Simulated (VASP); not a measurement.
Runs of VASP 6.6.1 on BN. The structure is that of space group I-4m2 (No. 119), or close to it. The cells are those of the table. 

| cell | gap on the mesh (eV) | pressure (GPa) |
| --- | --- | --- |
| a = 2.566, b = 2.566, c = 2.667 Å, angles 58.7, 58.7, 62.6°, 2 atoms | 3.15 | (c) |
| a = 2.669, b = 2.669, c = 2.769 Å, angles 58.7, 58.7, 62.5°, 2 atoms | (b) | -43.2 |
| a = 2.517, b = 2.517, c = 2.667 Å, angles 58.0, 58.0, 64.0°, 2 atoms | 2.56 | 1.3 |
| a = 2.620, b = 2.620, c = 2.769 Å, angles 58.1, 58.1, 63.8°, 2 atoms | 2.69 | -34.4 |
| a = 2.464, b = 2.464, c = 2.564 Å, angles 58.6, 58.6, 62.7°, 2 atoms | 3.07 | 35.8 |
| a = 2.517, b = 2.517, c = 2.359 Å, angles 62.1, 62.1, 55.9°, 2 atoms | 3.34 | 59.6 |
| a = 2.620, b = 2.620, c = 2.461 Å, angles 62.0, 62.0, 56.0°, 2 atoms | 3.39 | 1.6 |
| a = 2.572, b = 2.572, c = 2.359 Å, angles 62.7, 62.7, 54.6°, 2 atoms | 2.97 | (a) |
| a = 2.572, b = 2.572, c = 2.769 Å, angles 57.4, 57.4, 65.1°, 2 atoms | 2.20 | -23.7 |

Alike in all rows: task single point; level PBE; potentials or basis VASP PAW PBE potentials, release 64 (B, N); no spin polarisation; k mesh 12 × 12 × 12; cutoff (eV) 520; smearing gaussian 0.05 eV.

Task: Estimate the missing entries.

Result: (a) 39.1; (b) 3.19; (c) -13.4.

A k mesh can miss the band edges.
